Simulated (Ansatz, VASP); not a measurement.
SiSn2 in VASP and in Ansatz

```xyz
6
Lattice="4.3891 0.0000 0.0000 -2.1946 3.8011 0.0000 0.0000 0.0000 10.7457" Properties=species:S:1:pos:R:3 pbc="T T T"
Si    0.0000    0.0000   -0.0870
Si    2.1946    1.2670    7.2372
Sn    0.0000    2.5341    3.6056
Sn    2.1946    1.2670    9.8508
Sn    0.0000    2.5341    6.4367
Sn    0.0000    0.0000    2.5074
```

Alike in both runs: task single point; functional r2SCAN; k mesh 6 × 6 × 2; occupations fermi-dirac, width 0.02 eV; no spin polarisation.

```csv
,VASP,Ansatz
version,VASP 6.6.1,Ansatz 0.2.0
potentials or method,"VASP PAW PBE potentials, release 64 (Si, Sn_d)",plane waves
plane-wave cutoff (eV),520,500
valence electrons in the cell,64,64
```

VASP gave:

| Item | Value |
| --- | --- |
| pressure (GPa) | -0.1 |
| rms of the force components (eV/Å) | 0.004 |

Q: What did Ansatz give for the same quantities?

A: Pressure (GPa): 0.0; rms of the force components (eV/Å): 0.000.

VASP's potentials were made for PBE, not for r2SCAN. Atom by atom the forces differ by 0.004 eV/Å (rms over components). With one functional, cell and mesh, what is left measures potentials, basis and numerics.
